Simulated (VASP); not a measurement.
# GaAs (F-43m) in VASP: a series of runs

The runs below take GaAs through single point, with PBEsol, LDA, PBE.

Everything below comes from runs of VASP 6.6.1. Logs are shortened: lines on timing, memory, paths and dates and some standing lists are left out, and cuts for length are marked.

### Step 1. The cell of the first run

It takes space group F-43m (No. 216, cubic). Conventional cell: a = 5.577 Å, b = 5.577 Å, c = 5.577 Å, α = 90.00°, β = 90.00°, γ = 90.00°. Within 3.2 Å of Ga (site symmetry -43m) lie 4 As at 2.42 Å. Within 3.2 Å of As (site symmetry -43m) lie 4 Ga at 2.42 Å.

### Step 2. Single point, PBEsol (21.69 Å³/atom)

INCAR reads:

```
SYSTEM = GaAs
  PREC = Accurate
  ENCUT = 520
  EDIFF = 1E-6
  ISMEAR = -1
  SIGMA = 0.08
  LREAL = .FALSE.
  LASPH = .TRUE.
  NELM = 80
  ALGO = Normal
  ISIF = 2
  LWAVE = .FALSE.
  LCHARG = .FALSE.
  GGA = PS
  NBANDS = 16
```

KPOINTS reads:

```
regular mesh
0
G
  10 10 10
  0 0 0
```

POSCAR reads:

```
GaAs
1.0
    0.0000000000      2.7886446409      2.7886446409
    2.7886446409      0.0000000000      2.7886446409
    2.7886446409      2.7886446409      0.0000000000
Ga As
1 1
Direct
    0.0000000000      0.0000000000      0.0000000000
    0.7500000000      0.7500000000      0.7500000000
```

Potentials or basis: VASP PAW PBE potentials, release 64 (Ga_d, As).

Started as:

```sh
$ cat potpaw_PBE.64/Ga_d/POTCAR potpaw_PBE.64/As/POTCAR > POTCAR
$ mpirun -np 1 vasp_std > vasp.out
```

OUTCAR:

```text
SYSTEM = GaAs
   PREC = Accurate
   ENCUT = 520
   EDIFF = 1E-6
   ISMEAR = -1
   LREAL = .FALSE.
   LASPH = .TRUE.
   NELM = 80
   ISIF = 2
   GGA = PS

 ion  position               nearest neighbor table
   1  0.000  0.000  0.000-   2 2.42   2 2.42   2 2.42   2 2.42
   2  0.750  0.750  0.750-   1 2.42   1 2.42   1 2.42   1 2.42

  LATTYP: Found a face centered cubic cell.
 ALAT       =     5.5772892818

  Lattice vectors:

 A1 = (   0.0000000000,   2.7886446409,   2.7886446409)
 A2 = (   2.7886446409,   0.0000000000,   2.7886446409)
 A3 = (   2.7886446409,   2.7886446409,   0.0000000000)

Analysis of symmetry for initial positions (statically):
=====================================================================
 Subroutine PRICEL returns:
 Original cell was already a primitive cell.

 Routine SETGRP: Setting up the symmetry group for a
 face centered cubic supercell.

 Subroutine GETGRP returns: Found 24 space group operations
 (whereof 24 operations were pure point group operations)
 out of a pool of 48 trial point group operations.

The static configuration has the point symmetry T_d .

Analysis of symmetry for dynamics (positions and initial velocities):
=====================================================================
 Subroutine PRICEL returns:
 Original cell was already a primitive cell.

 Routine SETGRP: Setting up the symmetry group for a
 face centered cubic supercell.

 Subroutine GETGRP returns: Found 24 space group operations
 (whereof 24 operations were pure point group operations)
 out of a pool of 48 trial point group operations.

The dynamic configuration has the point symmetry T_d .

 Subroutine INISYM returns: Found 24 space group operations
 (whereof 24 operations are pure point group operations),
 and found     1 'primitive' translations

----------------------------------------------------------------------------------------

                                     Primitive cell

  volume of cell :      43.3720

  direct lattice vectors                    reciprocal lattice vectors
     0.000000000  2.788644641  2.788644641    -0.179298571  0.179298571  0.179298571
     2.788644641  0.000000000  2.788644641     0.179298571 -0.179298571  0.179298571
     2.788644641  2.788644641  0.000000000     0.179298571  0.179298571 -0.179298571

  length of vectors
     3.943739072  3.943739072  3.943739072     0.310554235  0.310554235  0.310554235

  position of ions in fractional coordinates (direct lattice)
     0.000000000  0.000000000  0.000000000
     0.750000000  0.750000000  0.750000000

  ion indices of the primitive-cell ions
   primitive index   ion index
                 1           1
                 2           2

----------------------------------------------------------------------------------------

 KPOINTS: regular mesh

Automatic generation of k-mesh.
 Grid dimensions read from file:
 generate k-points for:   10   10   10

 Generating k-lattice:

  Cartesian coordinates                     Fractional coordinates (reciprocal lattice)
    -0.017929857  0.017929857  0.017929857     0.100000000  0.000000000  0.000000000
     0.017929857 -0.017929857  0.017929857     0.000000000  0.100000000  0.000000000
     0.017929857  0.017929857 -0.017929857     0.000000000  0.000000000  0.100000000

  Length of vectors
     0.031055424  0.031055424  0.031055424

  Shift w.r.t. Gamma in fractional coordinates (k-lattice)
     0.000000000  0.000000000  0.000000000

 Subroutine IBZKPT returns following result:
 ===========================================

 Found     47 irreducible k-points:

 Following reciprocal coordinates:
            Coordinates               Weight
  0.000000  0.000000  0.000000      1.000000
  0.100000  0.000000  0.000000      8.000000
  0.200000  0.000000  0.000000      8.000000
  0.300000  0.000000  0.000000      8.000000
  0.400000  0.000000  0.000000      8.000000
  0.500000  0.000000  0.000000      4.000000
[... 16 lines left out ...]
  0.300000  0.300000  0.000000      6.000000
  0.400000  0.300000  0.000000     24.000000
 [... further k-points ...]
   k-points           NKPTS =     47   k-points in BZ     NKDIM =     47   number of bands    NBANDS=     16
   number of dos      NEDOS =    301   number of ions     NIONS =      2
   total plane-waves  NPLWV =  27000
   dimension x,y,z NGX =    30 NGY =   30 NGZ =   30
   dimension x,y,z NGXF=    60 NGYF=   60 NGZF=   60
   ions per type =               1   1
   NGX,Y,Z   is equivalent  to a cutoff of  12.65, 12.65, 12.65 a.u.
   NGXF,Y,Z  is equivalent  to a cutoff of  25.29, 25.29, 25.29 a.u.
 SYSTEM =  GaAs
   PREC   = accura    normal or accurate (medium, high low for compatibility)
   ISTART =      0    job   : 0-new  1-cont  2-samecut
   ICHARG =      2    charge: 1-file 2-atom 10-const
   ISPIN  =      1    spin polarized calculation?
   LNONCOLLINEAR =      F non collinear calculations
   LSORBIT =      F    spin-orbit coupling
   LASPH  =      T    aspherical Exc in radial PAW
   ENCUT  =  520.0 eV  38.22 Ry    6.18 a.u.   7.33  7.33  7.33*2*pi/ulx,y,z
   NELM   =     80;   NELMIN=  2; NELMDL= -5     # of ELM steps
   EDIFF  = 0.1E-05   stopping-criterion for ELM
   LREAL  =      F    real-space projection
   EDIFFG = 0.1E-04   stopping-criterion for IOM
   NSW    =      0    number of steps for IOM
   IBRION =     -1    ionic relax: 0-MD 1-quasi-New 2-CG
   NFREE  =      0    steps in history (QN), initial steepest desc. (CG)
   ISIF   =      2    stress and relaxation
   ISYM   =      2    0-nonsym 1-usesym 2-fastsym
   POTIM  = 0.5000    time-step for ionic-motion
   TEBEG  =    0.0;   TEEND  =   0.0 temperature during run
   PSTRESS=    0.0 pullay stress
   NELECT =      18.0000    total number of electrons
   NUPDOWN=      -1.0000    fix difference up-down
   EMIN   =  10.00;   EMAX   =-10.00  energy-range for DOS
   EFERMI =   0.00;   METHOD = LEGACY
   ISMEAR =    -1;   SIGMA  =   0.08  broadening in eV -4-tet -1-fermi 0-gaus
   EFERMI_NEDOS =   21; number of points for ismear=-14 and -15
   IALGO  =     38    algorithm
   IMIX   =      4    mixing-type and parameters
     AMIX     =   0.40;   BMIX     =  1.00
     AMIX_MAG =   1.60;   BMIX_MAG =  1.00
  volume/ion in A,a.u.               =      21.69       146.34
  Fermi-wavevector in a.u.,A,eV,Ry     =   1.221132  2.307604 20.288498  1.491163
  Thomas-Fermi vector in A             =   2.356325
   LORBIT       =      0    0 simple, 1 ext, 2 COOP (PROOUT), +10 PAW based schemes
   GGA     = PS    functional components
   LHFCALC =     F    Hartree Fock is set to
   AEXX    =    0.0000 exact exchange contribution
   IVDW    =     0    specifies the selected vdW correction
   LEPSILON=     F    determine dielectric tensor
   LRPA    =     F    only Hartree local field effects (RPA)
 non-spin polarized calculation
  energy-cutoff  :      520.00
  volume of cell :       43.37
 maximum number of plane-waves:      1211
 NGX is ok and might be reduce to    30
   NGX = 15   NGY = 15   NGZ = 15

 number of electron      18.0000015 magnetization

 Free energy of the ion-electron system (eV)
  ---------------------------------------------------
  ext. energy  EPLUGINS =         0.00000000
  ---------------------------------------------------
  free energy    TOTEN  =        -9.06997472 eV

  energy without entropy =       -9.06992472  energy(sigma->0) =       -9.06994972

 E-fermi :   4.6437     XC(G=0):  -9.9570

 val. band max:        4.1957515081   @ k =   0.0000   0.0000   0.0000
 cond. band min:       4.9614671920   @ k =   0.0000   0.0000   0.0000
 fundamental gap:      0.7657156840
 Fermi energy:         4.6436643604

 k-point     1 :       0.0000    0.0000    0.0000
  band No.  band energies     occupation
      1     -10.6587      2.00000
      2     -10.6587      2.00000
      3     -10.6587      2.00000
      4     -10.5679      2.00000
      5     -10.5679      2.00000
      6      -8.8595      2.00000
[... 8 lines left out ...]
     15      14.4089      0.00000
     16      14.4089      0.00000

 k-point     2 :       0.1000    0.0000    0.0000
  band No.  band energies     occupation
      1     -10.6701      2.00000
      2     -10.6560      2.00000
      3     -10.6560      2.00000
      4     -10.5681      2.00000
      5     -10.5681      2.00000
      6      -8.7335      2.00000
[... 8 lines left out ...]
     15      13.6669      0.00000
     16      13.6669      0.00000

 k-point     3 :       0.2000    0.0000    0.0000
  band No.  band energies     occupation
      1     -10.6971      2.00000
      2     -10.6493      2.00000
      3     -10.6493      2.00000
      4     -10.5681      2.00000
      5     -10.5681      2.00000
      6      -8.3723      2.00000
[... 8 lines left out ...]
     15      13.1484      0.00000
     16      13.2052      0.00000

 k-point     4 :       0.3000    0.0000    0.0000
  band No.  band energies     occupation
      1     -10.7263      2.00000
      2     -10.6423      2.00000
      3     -10.6423      2.00000
      4     -10.5669      2.00000
      5     -10.5669      2.00000
      6      -7.8297      2.00000
[... 8 lines left out ...]
     15      13.5555      0.00000
     16      13.5555      0.00000
[... 324 lines left out ...]
 k-point    22 :      -0.2000    0.2000    0.0000
  band No.  band energies     occupation
      1     -10.7338      2.00000
      2     -10.6382      2.00000
      3     -10.6364      2.00000
      4     -10.5716      2.00000
      5     -10.5659      2.00000
      6      -7.6443      2.00000
[... 8 lines left out ...]
     15      14.8990      0.00000
     16      15.6989      0.00000

 k-point    23 :       0.3000    0.3000    0.0000
  band No.  band energies     occupation
      1     -10.7535      2.00000
      2     -10.6219      2.00000
      3     -10.6219      2.00000
      4     -10.5872      2.00000
      5     -10.5583      2.00000
      6      -7.4753      2.00000
[... 8 lines left out ...]
     15      15.8760      0.00000
     16      16.8077      0.00000

 k-point    24 :       0.4000    0.3000    0.0000
  band No.  band energies     occupation
      1     -10.7674      2.00000
      2     -10.6168      2.00000
      3     -10.6150      2.00000
      4     -10.5895      2.00000
      5     -10.5569      2.00000
      6      -7.0004      2.00000
[... 8 lines left out ...]
     15      16.6155      0.00000
     16      17.2233      0.00000

 [... further k-points ...]
[... 5 lines left out ...]
  --------------------------------------------------------------------------------------
  -------------------------------------------------------------------------------------
  Total        0.9603847      0.9603847      0.9603847      0.0000000      0.0000000     -0.0000000
  in kB       35.4769518     35.4769518     35.4769518      0.0000000      0.0000000     -0.0000000
  external PRESSURE =      35.4769518 kB  Pullay stress =       0.0000000 kB

 VOLUME and BASIS-vectors are now :
 -----------------------------------------------------------------------------
  energy-cutoff  :      520.00
  volume of cell :       43.37
      direct lattice vectors                 reciprocal lattice vectors
     0.000000000  2.788644641  2.788644641    -0.179298571  0.179298571  0.179298571
     2.788644641  0.000000000  2.788644641     0.179298571 -0.179298571  0.179298571
     2.788644641  2.788644641  0.000000000     0.179298571  0.179298571 -0.179298571

 POSITION                                       TOTAL-FORCE (eV/Angst)
 -----------------------------------------------------------------------------------
      0.00000      0.00000      0.00000         0.000000      0.000000      0.000000
      4.18297      4.18297      4.18297        -0.000000     -0.000000     -0.000000
 -----------------------------------------------------------------------------------
    total drift:                                0.000000      0.000000      0.000000

  FREE ENERGIE OF THE ION-ELECTRON SYSTEM (eV)
  ---------------------------------------------------
  free  energy   TOTEN  =        -9.0699747172 eV

  energy  without entropy=       -9.0699247173  energy(sigma->0) =       -9.06994972
```

Run time: 28 s. Hardware: 1 thread of Intel Xeon 8259CL, shared host; peak memory 0.19 GiB.

What came out:

* Free energy: -9.0700 eV
* Pressure: 3.5 GPa
* Band gap on the k mesh: 0.77 eV

Caveat: the cell stands under pressure; semilocal functionals underestimate gaps, and a narrow one can read as zero; the PAW data sets were made with another functional, which shifts forces and pressure a little. A k mesh can miss the band edges.

### Step 3. Single point, LDA

This run uses another cell than the first one, of 22.59 Å³/atom.

INCAR reads:

```
SYSTEM = GaAs
PREC = Accurate
ENCUT = 520
EDIFF = 1E-6
ISMEAR = -1
SIGMA = 0.08
LREAL = .False.
LASPH = .True.
NELM = 80
ALGO = Normal
ISIF = 2
LWAVE = .False.
LCHARG = .True.
GGA = CA
LELF = .True.
LVHAR = .True.
NBANDS = 16
```

KPOINTS reads:

```
Automatic mesh
0
Gamma
  10 10 10
  0 0 0
```

POSCAR reads:

```
GaAs
1.0
    0.0000000000      2.8268500000      2.8268500000
    2.8268500000      0.0000000000      2.8268500000
    2.8268500000      2.8268500000      0.0000000000
Ga As
1 1
Direct
    0.0000000000      0.0000000000      0.0000000000
    0.7500000000      0.7500000000      0.7500000000
```

Potentials or basis: VASP PAW LDA potentials, release 64 (Ga_d, As).

Started as:

```sh
$ cat potpaw_LDA.64/Ga_d/POTCAR potpaw_LDA.64/As/POTCAR > POTCAR
$ mpirun -np 1 vasp_std > vasp.out
```

Wall time 35 s (1 thread of Intel Xeon 8259CL, shared host); peak memory 0.17 GiB.

Results (log left out):

* Free energy: -9.6361 eV
* Pressure: -1.6 GPa
* Band gap on the k mesh: 0.33 eV

Levels at points of the mesh, in eV from the valence-band top:
| k point | band 5 | band 6 | band 7 | band 8 | band 9 | band 10 | band 11 | band 12 | band 13 | band 14 |
| --- | --- | --- | --- | --- | --- | --- | --- | --- | --- | --- |
| (0.00, 0.00, 0.00) | -14.85 | -12.76 | 0.00 | 0.00 | 0.00 | 0.33 | 3.67 | 3.67 | 3.67 | 7.34 |
| (0.50, 0.00, 0.00) | -14.85 | -11.00 | -6.69 | -1.15 | -1.15 | 0.86 | 4.58 | 4.58 | 7.57 | 10.20 |
| (0.50, 0.50, 0.00) | -14.84 | -10.26 | -6.87 | -2.69 | -2.69 | 1.34 | 1.55 | 10.04 | 10.04 | 10.79 |

Caveat: semilocal functionals underestimate gaps, and a narrow one can read as zero.

### Step 4. Single point, PBE

This run uses another cell than the first one, of 22.59 Å³/atom.

INCAR reads:

```
ALGO = Normal
EDIFF = 1E-6
ENCUT = 520
GGA = PE
ISIF = 2
ISMEAR = -1
LASPH = True
LCHARG = False
LREAL = False
LWAVE = False
NBANDS = 16
NELM = 100
PREC = Accurate
SIGMA = 0.08
```

KPOINTS reads:

```
k-points
0
Gamma
  10 10 10
```

POSCAR is that of step 3.

Potentials or basis: VASP PAW PBE potentials, release 64 (Ga_d, As).

Started as:

```sh
$ cat potpaw_PBE.64/Ga_d/POTCAR potpaw_PBE.64/As/POTCAR > POTCAR
$ mpirun -np 1 vasp_std > vasp.out
```

Run time: 49 s. Hardware: 1 thread of Intel Xeon 8259CL, shared host; peak memory 0.19 GiB.

The run converged. Its results:

| Property | Result |
| --- | --- |
| Free energy | -8.2509 eV |
| Pressure | 3.5 GPa |
| Band gap on the k mesh | 0.52 eV |

Levels at points of the mesh, in eV from the valence-band top:
| k point | band 5 | band 6 | band 7 | band 8 | band 9 | band 10 | band 11 | band 12 | band 13 | band 14 |
| --- | --- | --- | --- | --- | --- | --- | --- | --- | --- | --- |
| (0.00, 0.00, 0.00) | -14.73 | -12.73 | 0.00 | 0.00 | 0.00 | 0.52 | 3.73 | 3.73 | 3.73 | 7.59 |
| (0.50, 0.00, 0.00) | -14.72 | -10.96 | -6.64 | -1.14 | -1.14 | 1.00 | 4.64 | 4.64 | 7.75 | 10.40 |
| (0.50, 0.50, 0.00) | -14.71 | -10.22 | -6.82 | -2.68 | -2.68 | 1.46 | 1.65 | 10.17 | 10.17 | 10.98 |

Caveat: the cell stands under pressure; semilocal functionals underestimate gaps, and a narrow one can read as zero.

### Step 5. Single point, PBE, non-collinear spin, zero start, spin-orbit coupling

This run uses another cell than the first one, of 22.59 Å³/atom.

INCAR reads:

```
SYSTEM = GaAs
  PREC = Accurate
  ENCUT = 520
  EDIFF = 1E-6
  ISMEAR = -1
  SIGMA = 0.08
  LREAL = .FALSE.
  LASPH = .TRUE.
  NELM = 150
  ALGO = Normal
  ISIF = 2
  LWAVE = .FALSE.
  LCHARG = .FALSE.
  MAGMOM = 0 0 0 0 0 0
  LORBIT = 11
  LSORBIT = .TRUE.
  GGA_COMPAT = .FALSE.
  LORBMOM = .TRUE.
  GGA = PE
  NBANDS = 30
```

KPOINTS reads:

```
Automatic mesh
0
G
  10 10 10
  0 0 0
```

POSCAR is that of step 4.

Started as:

```sh
$ cat potpaw_PBE.64/Ga_d/POTCAR potpaw_PBE.64/As/POTCAR > POTCAR
$ mpirun -np 1 vasp_ncl > vasp.out
```

Run time: 7.2 min. Hardware: 1 thread of Intel Xeon 8259CL, shared host; peak memory 0.37 GiB.

Results (log left out):

| Item | Value |
| --- | --- |
| Free energy | -8.2688 eV |
| Pressure | 3.5 GPa |
| Net moment | 0.00 μB per cell |
| Valence electrons inside the program's atomic spheres | Ga 11.68; As 2.84 |

Moments on the atoms (μB; x, y, z):
```
Ga  0.00 0.00 0.00
As  0.00 0.00 0.00
```

Caveat: the cell stands under pressure.

### Step 6. Summary

| level | potentials or basis | spin | cell | gap on the mesh (eV) | pressure (GPa) |
| --- | --- | --- | --- | --- | --- |
| PBEsol | VASP PAW PBE potentials, release 64 (Ga_d, As) | off | a = 3.944 Å, angles 60.0°, 2 atoms | 0.77 | 3.5 |
| LDA | VASP PAW LDA potentials, release 64 (Ga_d, As) | off | a = 3.998 Å, angles 60.0°, 2 atoms | 0.33 | -1.6 |
| PBE | VASP PAW PBE potentials, release 64 (Ga_d, As) | off | a = 3.998 Å, angles 60.0°, 2 atoms | 0.52 | 3.5 |
| PBE | VASP PAW PBE potentials, release 64 (Ga_d, As) | non-collinear, zero start, SOC | a = 3.998 Å, angles 60.0°, 2 atoms | - | 3.5 |

Alike in all rows: task single point; k mesh 10 × 10 × 10; cutoff (eV) 520; smearing fermi-dirac 0.08 eV.

Caveats: the cell stands under pressure (at least some runs); semilocal functionals underestimate gaps, and a narrow one can read as zero (at least some runs); the PAW data sets were made with another functional, which shifts forces and pressure a little (at least some runs).

Absolute energies hang on the potentials; compare differences alone.
